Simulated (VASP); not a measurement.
**CdSe: single point with revPBE+D3(BJ)**

CdSe:

```
CELL_PARAMETERS angstrom
0.00000 3.04485 3.04485
3.04485 0.00000 3.04485
3.04485 3.04485 0.00000
ATOMIC_POSITIONS crystal
Cd 0.00000 0.00000 0.00000
Se 0.25000 0.25000 0.25000
```

```
Program             : VASP 6.6.1
Task                : single point
Functional          : revPBE
Dispersion          : D3(BJ)
Potentials or basis : VASP PAW PBE potentials, release 64 (Cd, Se)
Cutoff              : 520 eV
k mesh              : 8 × 8 × 8
Occupations         : fermi-dirac, width 0.05 eV
Spin                : no spin polarisation
```

```json
{
 "Pressure": "0.3 GPa",
 "Band gap on the k mesh": "0.73 eV, direct",
 "Dispersion energy per atom": "-0.609 eV"
}
```

Levels at points of the mesh, in eV from the valence-band top:
```csv
k point,band 5,band 6,band 7,band 8,band 9,band 10,band 11,band 12,band 13,band 14
"(0.00, 0.00, 0.00)",-7.56,-7.56,0.00,0.00,0.00,0.73,5.99,5.99,5.99,9.97
"(0.50, 0.00, 0.00)",-7.53,-7.26,-4.32,-0.74,-0.74,2.49,6.51,6.51,7.57,10.22
"(0.50, 0.50, 0.00)",-7.50,-7.19,-4.03,-1.82,-1.82,3.28,3.83,9.25,10.28,10.28
```

Wall time 32 s on 1 thread of Intel(R) Xeon(R) Platinum 8259CL CPU @ 2.50GHz (Skylake/Cascade Lake), with other jobs on the host, peak memory 0.19 GiB.

Caveat: the PAW data sets were made with another functional, which shifts forces and pressure a little. As with any semilocal functional, this revPBE gap is likely too small.
